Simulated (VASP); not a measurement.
A run of VASP 6.6.1:

The input INCAR:

```
SYSTEM = GaAs
  PREC = Accurate
  ENCUT = 520
  EDIFF = 1E-8
  ISMEAR = -1
  SIGMA = 0.15
  LREAL = .False.
  LASPH = .True.
  NELM = 100
  ALGO = Normal
  ISIF = 2
  LWAVE = .False.
  LCHARG = .True.
  GGA = PE
  IBRION = 8
  NSW = 1
```

File KPOINTS:

```
regular mesh
0
Gamma
  10 10 10
  0 0 0
```

File POSCAR:

```
GaAs
1.0
    0.0000000000      2.8719000000      2.8719000000
    2.8719000000      0.0000000000      2.8719000000
    2.8719000000      2.8719000000      0.0000000000
Ga As
1 1
Direct
    0.0000000000      0.0000000000      0.0000000000
    0.2500000000      0.2500000000      0.2500000000
```

Potentials or basis: VASP PAW PBE potentials, release 64 (Ga_d, As).

Run with:

```sh
$ cat potpaw_PBE.64/Ga_d/POTCAR potpaw_PBE.64/As/POTCAR > POTCAR
$ mpirun -np 1 vasp_std > vasp.out
```

Hardware: 1 thread of AMD EPYC 9R45 96-Core Processor (Zen 5) (shared host).

Question: Estimate the wall time of this run.

Answer: Wall time 3.3 min on 1 thread of AMD EPYC 9R45 96-Core Processor (Zen 5) (shared host), peak memory 0.37 GiB. Counts: scf iterations 45, k points 47.
